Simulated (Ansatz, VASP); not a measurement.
## GaP, level by level in two programs

```
CELL_PARAMETERS angstrom
0.00000 2.72525 2.72525
2.72525 0.00000 2.72525
2.72525 2.72525 0.00000
ATOMIC_POSITIONS crystal
Ga 0.00000 0.00000 0.00000
P 0.75000 0.75000 0.75000
```

Single points on this cell with VASP 6.6.1 and Ansatz 0.2.0. Each row is one pair of runs. Alike in all rows: Ansatz's potentials, cutoff: Ansatz PAW, 420 eV.

| level | spin | k mesh | smearing | VASP's potentials, cutoff | pressure (GPa), VASP | pressure (GPa), Ansatz |
| --- | --- | --- | --- | --- | --- | --- |
| PBE | off | 8 × 8 × 8 | gaussian, width 0.027 eV | VASP PAW PBE potentials, release 64 (Ga_d, P), 520 eV | 2.5 | 2.5 |
| PBEsol+D3(BJ) | non-collinear, zero start, SOC | 6 × 6 × 6 | fermi-dirac, width 0.1 eV | VASP PAW PBE potentials, release 64 (Ga_d, P), 520 eV | -2.9 | -2.8 |
| PBEsol | off | 7 × 7 × 7 | fermi-dirac, width 0.05 eV | VASP PAW PBE potentials, release 64 (Ga_d, P), 500 eV | -0.6 | -0.6 |

Pressure (GPa): the two programs differ by at most 0.19.

Noted on Ansatz's runs: odd divisions of the mesh miss points on the zone boundary, where band edges often lie, so the gap on the mesh can be too wide.
